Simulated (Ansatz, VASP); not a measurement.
# One calculation of Cu, two programs

Contents of INCAR:

```
SYSTEM = Cu
PREC = Accurate
ENCUT = 520
EDIFF = 1E-7
ISMEAR = -1
SIGMA = 0.05
LREAL = .FALSE.
LASPH = .TRUE.
NELM = 60
ALGO = Normal
ISIF = 2
LWAVE = .FALSE.
LCHARG = .FALSE.
GGA = PE
NBANDS = 12
```

KPOINTS

```
Automatic mesh
0
G
  17 17 16
  0 0 0
```

File POSCAR:

```
Cu
1.0
    2.3556972693      0.0000000000      0.0000000000
   -1.1778486346      2.0400936788      0.0000000000
    0.0000000000      0.0000000000      2.2741440861
Cu
1
Direct
    0.0000000000      0.0000000000      0.0000000000
```

Input for Ansatz:

```yaml
crystal:
  lattice:
    - [2.3556972693, 0.0, 0.0]
    - [-1.1778486346, 2.0400936788, 0.0]
    - [0.0, 0.0, 2.2741440861]
  atoms:
    - { symbol: Cu, position: [0.0, 0.0, 0.0] }
kpoints:
  mp_grid: { grid: [17, 17, 16] }
  band_path:
    path:
      - [0.0, 0.0, 0.0]
      - [0.5, 0.0, 0.0]
      - [0.3333333333, 0.3333333333, 0.0]
      - [0.0, 0.0, 0.0]
      - [0.0, 0.0, 0.5]
      - [0.5, 0.0, 0.5]
      - [0.3333333333, 0.3333333333, 0.5]
      - [0.0, 0.0, 0.5]
      - [0.5, 0.0, 0.5]
    npoints: 8
scf:
  occupations: { method: fermi_dirac, width: 0.05 }
hamiltonian:
  xc: pbe
  pseudopotentials: { kind: paw }
output:
  forces: true
  stress: true
  eigenvalues: true
  populations: true
  dos: { projected: true, de: 0.2, e_range: [-14, 8] }
```

Change from the starting cell: volume scaled by 0.84, PAW files.

Alike in both runs: task single point; functional PBE; k mesh 17 × 17 × 16; occupations fermi-dirac, width 0.05 eV; no spin polarisation.

|  | VASP | Ansatz |
| --- | --- | --- |
| version | VASP 6.6.1 | Ansatz 0.2.0 |
| potentials or method | VASP PAW PBE potentials, release 64 (Cu) | PAW with Ansatz's default frozen-core files, scalar-relativistic |
| plane-wave cutoff (eV) | 520 | 420 |
| valence electrons in the cell | 11 | 19 |

|  | VASP | Ansatz | Ansatz less VASP |
| --- | --- | --- | --- |
| pressure (GPa) | 32.1 | 31.7 | -0.48 |
| traceless stress, the component that is largest in VASP (GPa) | -0.28 | 0.02 | +0.301 |

Both programs put the cell under a high pressure, so it lies far from rest at this level. VASP's potentials hold 11 valence electrons a cell and Ansatz's 19, so a difference there can come from the potentials and not from the codes.
